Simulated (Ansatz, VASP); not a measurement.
**One calculation of AlN, two programs**

Contents of INCAR:

```
PREC     = Accurate       # precision mode
ENCUT    = 520            # plane-wave cutoff, eV
EDIFF    = 1E-6           # SCF threshold, eV
ISMEAR   = 0              # smearing method
SIGMA    = 0.05           # smearing width, eV
LREAL    = False          # projectors in reciprocal space
LASPH    = True           # aspherical terms in the spheres
NELM     = 80             # most SCF steps
ALGO     = Normal         # electronic algorithm
ISIF     = 2              # what is computed and relaxed
LWAVE    = False          # write WAVECAR
LCHARG   = False          # write CHGCAR
GGA      = CA             # functional
NBANDS   = 16             # bands
```

File KPOINTS:

```
regular mesh
0
Gamma
  9 9 6
```

The input POSCAR:

```
AlN
1.0
    3.2211525400      0.0000000000      0.0000000000
   -1.6105762700      2.7895999291      0.0000000000
    0.0000000000      0.0000000000      4.0322059422
Al N
2 2
Direct
    0.3333333333      0.6666666667      0.7554689695
    0.6666666667      0.3333333333      0.2554689695
    0.3333333333      0.6666666667      0.2394651809
    0.6666666667      0.3333333333      0.7394651809
```

Input for Ansatz:

```yaml
crystal:
  lattice:
    - [3.22115254, 0.0, 0.0]
    - [-1.61057627, 2.7895999291, 0.0]
    - [0.0, 0.0, 4.0322059422]
  atoms:
    - { symbol: Al, position: [0.3333333333, 0.6666666667, 0.7554689695] }
    - { symbol: Al, position: [0.6666666667, 0.3333333333, 0.2554689695] }
    - { symbol: "N", position: [0.3333333333, 0.6666666667, 0.2394651809] }
    - { symbol: "N", position: [0.6666666667, 0.3333333333, 0.7394651809] }
basis:
  ecutwfc: 520.0
kpoints:
  mp_grid: { grid: [9, 9, 6] }
hamiltonian:
  xc: lda
  pseudopotentials: { kind: paw, azcp: { folder: soft_1 } }
scf:
  occupations: { method: gaussian, width: 0.05 }
output:
  forces: true
  stress: true
  eigenvalues: true
```

Change from the starting cell: mode 4 frozen in at -0.043 Å, equal normal strain along x, y and z -0.0167.

Alike in both runs: task single point; functional LDA; k mesh 9 × 9 × 6; occupations gaussian, width 0.05 eV; no spin polarisation.

|  | VASP | Ansatz |
| --- | --- | --- |
| version | VASP 6.6.1 | Ansatz 0.2.0 |
| potentials or method | VASP PAW LDA potentials, release 64 (Al, N), cutoff 520 eV | scalar-relativistic, plane waves, PAW |
| valence electrons in the cell | 16 | 16 |

Ansatz gave:

| Quantity | Value |
| --- | --- |
| gap on the k mesh at the Fermi level (eV) | 4.01 |
| least direct gap on the mesh (eV) | 4.01 |
| pressure (GPa) | 13.1 |
| traceless stress, the component that is largest in VASP (GPa) | 0.46 |
| rms of the force components (eV/Å) | 0.167 |

Question: Estimate VASP's values.

Answer: gap on the k mesh at the Fermi level (eV): 4.01; least direct gap on the mesh (eV): 4.01; pressure (GPa): 13.9; traceless stress, the component that is largest in VASP (GPa): 0.32; rms of the force components (eV/Å): 0.174.

Ansatz warns that its potentials were made for another functional, while VASP's fit it. LDA's correlation is that of Perdew and Zunger in VASP and of Perdew and Wang (1992) in Ansatz. Atom by atom the forces differ by 0.007 eV/Å (rms over components).
